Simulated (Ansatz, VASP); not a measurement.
## Lu: VASP beside Ansatz

Contents of INCAR:

```
PREC = Accurate ; ENCUT = 520
EDIFF = 1E-7 ; ISMEAR = -1
SIGMA = 0.1 ; LREAL = False
LASPH = True ; NELM = 100
ALGO = Normal ; ISIF = 2
LWAVE = False ; LCHARG = False
GGA = PE ; NBANDS = 18
```

KPOINTS

```
Automatic mesh
0
Gamma
  13 13 13
```

Contents of POSCAR:

```
Lu
1.0
   -2.0012790699      2.0012790699      2.0012790699
    2.0012790699     -2.0012790699      2.0012790699
    2.0012790699      2.0012790699     -2.0012790699
Lu
1
Direct
    0.0000000000      0.0000000000      0.0000000000
```

Input for Ansatz:

```yaml
crystal:
  lattice:
    - [-2.0012790699, 2.0012790699, 2.0012790699]
    - [2.0012790699, -2.0012790699, 2.0012790699]
    - [2.0012790699, 2.0012790699, -2.0012790699]
  atoms:
    - { symbol: Lu, position: [0.0, 0.0, 0.0] }
hamiltonian:
  xc: pbe
  pseudopotentials:
    kind: paw
    azcp:
      Lu: "pseudopotentials/Lu.paw.azcp"
basis:
  ecutwfc: 420
  fft_grid_basis: typed
kpoints:
  mp_grid: { grid: [13, 13, 13], shift: [0, 0, 0] }
magnetization:
  spin_polarized: false
scf:
  occupations: { method: fermi_dirac, width: 0.1 }
  lower_state_search: "off"
output:
  stress: true
  write_density: true
  write_potential: true
  elf: true
  volumetric_format: npy
```

Alike in both runs: task single point; functional PBE; k mesh 13 × 13 × 13; occupations fermi-dirac, width 0.1 eV; no spin polarisation.

|  | VASP | Ansatz |
| --- | --- | --- |
| version | VASP 6.6.1 | Ansatz 0.2.0 |
| potentials or method | VASP PAW PBE potentials, release 64 (Lu), cutoff 520 eV | plane waves (420 eV) with PAW, scalar-relativistic |
| valence electrons in the cell | 25 | 25 |

Ansatz gave:

* pressure (GPa): -2.9

Q: What did VASP give for the same quantities?

A: Pressure (GPa): -2.8.

Neither program's run includes spin-orbit coupling.
